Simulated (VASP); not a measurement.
# TlPd3 (P4/mmm) in VASP: single point with LDA

Aim: the single point of TlPd3 with LDA.

Everything below comes from runs of VASP 6.6.1. Logs are shortened: lines on timing, memory, paths and dates and some standing lists are left out, and cuts for length are marked.

**1. The cell of the first run**

It takes space group P4/mmm (No. 123, tetragonal). Conventional cell: a = 4.048 Å, b = 4.048 Å, c = 4.065 Å, α = 90.00°, β = 90.00°, γ = 90.00°. Within 3.8 Å of Tl (site symmetry 4/mmm) lie 12 Pd at 2.86 to 2.87 Å. Pd (site symmetry 4/mmm) has 4 Tl at 2.86 Å and 8 Pd at 2.87 Å within 3.8 Å. Within 3.8 Å of Pd (site symmetry mmm) lie 8 Pd at 2.86 to 2.87 Å and 4 Tl at 2.87 Å.

**2. Single point, LDA**

Contents of INCAR:

```
PREC = Accurate
ENCUT = 500
EDIFF = 1E-6
ISMEAR = -1
SIGMA = 0.1
LREAL = False
LASPH = True
NELM = 120
ALGO = Normal
ISIF = 2
LWAVE = False
LCHARG = False
NBANDS = 30
GGA_COMPAT = False
```

Contents of KPOINTS:

```
regular mesh
0
Gamma
  3 3 3
```

Contents of POSCAR:

```
TlPd3
1.0
    4.0477249500      0.0000000000      0.0000000000
    0.0000000000      4.0477249500      0.0000000000
    0.0000000000      0.0000000000      4.0653953400
Tl Pd
1 3
Direct
    0.0000000000      0.0000000000      0.0000000000
    0.5000000000      0.5000000000      0.0000000000
    0.5000000000      0.0000000000      0.5000000000
    0.0000000000      0.5000000000      0.5000000000
```

Potentials or basis: VASP PAW LDA potentials, release 64 (Tl_d, Pd).

The run is started by

```console
$ cat potpaw_LDA.64/Tl_d/POTCAR potpaw_LDA.64/Pd/POTCAR > POTCAR
$ mpirun -np 1 vasp_std > vasp.out
```

OUTCAR:

```text
PREC = Accurate
   ENCUT = 500
   EDIFF = 1E-6
   ISMEAR = -1
   LREAL = False
   LASPH = True
   NELM = 120
   ISIF = 2

 ion  position               nearest neighbor table
   1  0.000  0.000  0.000-   2 2.86   2 2.86   2 2.86   2 2.86   4 2.87   3 2.87   4 2.87   4 2.87
                             4 2.87   3 2.87   3 2.87   3 2.87
   2  0.500  0.500  0.000-   1 2.86   1 2.86   1 2.86   1 2.86   4 2.87   3 2.87   3 2.87   3 2.87
                             4 2.87   4 2.87   4 2.87   3 2.87
   3  0.500  0.000  0.500-   4 2.86   4 2.86   4 2.86   4 2.86   2 2.87   2 2.87   2 2.87   2 2.87
                             1 2.87   1 2.87   1 2.87   1 2.87
   4  0.000  0.500  0.500-   3 2.86   3 2.86   3 2.86   3 2.86   2 2.87   1 2.87   2 2.87   1 2.87
                             2 2.87   1 2.87   2 2.87   1 2.87

  LATTYP: Found a simple tetragonal cell.
 ALAT       =     4.0477249500
 C/A-ratio  =     1.0043655115

  Lattice vectors:

 A1 = (   4.0477249500,   0.0000000000,   0.0000000000)
 A2 = (   0.0000000000,   4.0477249500,   0.0000000000)
 A3 = (   0.0000000000,   0.0000000000,   4.0653953400)

Analysis of symmetry for initial positions (statically):
=====================================================================
 Subroutine PRICEL returns:
 Original cell was already a primitive cell.

 Routine SETGRP: Setting up the symmetry group for a
 simple tetragonal supercell.

 Subroutine GETGRP returns: Found 16 space group operations
 (whereof 16 operations were pure point group operations)
 out of a pool of 16 trial point group operations.

The static configuration has the point symmetry D_4h.

Analysis of symmetry for dynamics (positions and initial velocities):
=====================================================================
 Subroutine PRICEL returns:
 Original cell was already a primitive cell.

 Routine SETGRP: Setting up the symmetry group for a
 simple tetragonal supercell.

 Subroutine GETGRP returns: Found 16 space group operations
 (whereof 16 operations were pure point group operations)
 out of a pool of 16 trial point group operations.

The dynamic configuration has the point symmetry D_4h.

 Subroutine INISYM returns: Found 16 space group operations
 (whereof 16 operations are pure point group operations),
 and found     1 'primitive' translations

----------------------------------------------------------------------------------------

                                     Primitive cell

  volume of cell :      66.6078
[... 73 lines left out ...]
   NELM   =    120;   NELMIN=  2; NELMDL= -5     # of ELM steps
   EDIFF  = 0.1E-05   stopping-criterion for ELM
   LREAL  =      F    real-space projection
   EDIFFG = 0.1E-04   stopping-criterion for IOM
   NSW    =      0    number of steps for IOM
   IBRION =     -1    ionic relax: 0-MD 1-quasi-New 2-CG
   NFREE  =      0    steps in history (QN), initial steepest desc. (CG)
   ISIF   =      2    stress and relaxation
   ISYM   =      2    0-nonsym 1-usesym 2-fastsym
   POTIM  = 0.5000    time-step for ionic-motion
   TEBEG  =    0.0;   TEEND  =   0.0 temperature during run
   PSTRESS=    0.0 pullay stress
   NELECT =      43.0000    total number of electrons
   NUPDOWN=      -1.0000    fix difference up-down
   EMIN   =  10.00;   EMAX   =-10.00  energy-range for DOS
   EFERMI =   0.00;   METHOD = LEGACY
   ISMEAR =    -1;   SIGMA  =   0.10  broadening in eV -4-tet -1-fermi 0-gaus
   EFERMI_NEDOS =   21; number of points for ismear=-14 and -15
   IALGO  =     38    algorithm
   IMIX   =      4    mixing-type and parameters
     AMIX     =   0.40;   BMIX     =  1.00
     AMIX_MAG =   1.60;   BMIX_MAG =  1.00
  volume/ion in A,a.u.               =      16.65       112.37
  Fermi-wavevector in a.u.,A,eV,Ry     =   1.414890  2.673755 27.237696  2.001914
  Thomas-Fermi vector in A             =   2.536385
   LORBIT       =      0    0 simple, 1 ext, 2 COOP (PROOUT), +10 PAW based schemes
   GGA     = CA    functional components
   LHFCALC =     F    Hartree Fock is set to
   AEXX    =    0.0000 exact exchange contribution
   IVDW    =     0    specifies the selected vdW correction
   LEPSILON=     F    determine dielectric tensor
   LRPA    =     F    only Hartree local field effects (RPA)
 non-spin polarized calculation
  energy-cutoff  :      500.00
  volume of cell :       66.61
 maximum number of plane-waves:      1743
 NGX is ok and might be reduce to    30
   NGX = 15   NGY = 15   NGZ = 15

 number of electron      42.9999992 magnetization

 Free energy of the ion-electron system (eV)
  ---------------------------------------------------
  ext. energy  EPLUGINS =         0.00000000
  ---------------------------------------------------
  free energy    TOTEN  =       -23.26418112 eV

  energy without entropy =      -23.18635138  energy(sigma->0) =      -23.22526625

 E-fermi :   9.3135     XC(G=0): -12.9459

 val. band max:        9.2774375621   @ k =   0.0000   0.0000   0.3333
 cond. band min:       9.8896793218   @ k =   0.3333   0.3333   0.3333
 fundamental gap:      0.6122417597
 Fermi energy:         9.3135170254

 k-point     1 :       0.0000    0.0000    0.0000
  band No.  band energies     occupation
      1      -2.1863      2.00000
      2      -2.1833      2.00000
      3      -2.0563      2.00000
      4      -2.0517      2.00000
      5      -2.0517      2.00000
      6      -0.1847      2.00000
[... 187 lines left out ...]
     29      22.3637      0.00000
     30      22.6011      0.00000

------------------------ aborting loop because EDIFF is reached ----------------------------------------

  FORCE on cell =-STRESS in cart. coord.  units (eV):
  Direction    XX          YY          ZZ          XY          YZ          ZX
  --------------------------------------------------------------------------------------
  -------------------------------------------------------------------------------------
  Total       -3.4205944     -3.4205944     -3.4851260      0.0000000      0.0000000      0.0000000
  in kB      -82.2786934    -82.2786934    -83.8309318      0.0000000      0.0000000      0.0000000
  external PRESSURE =     -82.7961062 kB  Pullay stress =       0.0000000 kB

 VOLUME and BASIS-vectors are now :
 -----------------------------------------------------------------------------
  energy-cutoff  :      500.00
  volume of cell :       66.61
      direct lattice vectors                 reciprocal lattice vectors
     4.047724950  0.000000000  0.000000000     0.247052360  0.000000000  0.000000000
     0.000000000  4.047724950  0.000000000     0.000000000  0.247052360  0.000000000
     0.000000000  0.000000000  4.065395340     0.000000000  0.000000000  0.245978537

 POSITION                                       TOTAL-FORCE (eV/Angst)
 -----------------------------------------------------------------------------------
      0.00000      0.00000      0.00000         0.000000      0.000000      0.000000
      2.02386      2.02386      0.00000         0.000000      0.000000      0.000000
      2.02386      0.00000      2.03270         0.000000      0.000000      0.000000
      0.00000      2.02386      2.03270         0.000000      0.000000      0.000000
 -----------------------------------------------------------------------------------
    total drift:                                0.000000      0.000000     -0.000000

  FREE ENERGIE OF THE ION-ELECTRON SYSTEM (eV)
  ---------------------------------------------------
  free  energy   TOTEN  =       -23.2641811167 eV

  energy  without entropy=      -23.1863513827  energy(sigma->0) =      -23.22526625
```

It took 20 s on 1 thread of Intel Xeon 8259CL, shared host; peak memory 0.15 GiB.

What came out:

```yaml
Free_energy: -23.2642 eV
Pressure: -8.3 GPa
```

Stress tensor (GPa, compression positive):
```
-8.23  0.00  0.00
 0.00 -8.23  0.00
 0.00  0.00 -8.38
```

Caveat: the k points lie up to 0.52 Å⁻¹ apart; spin-orbit coupling is left out, which moves the levels of the heavy elements.
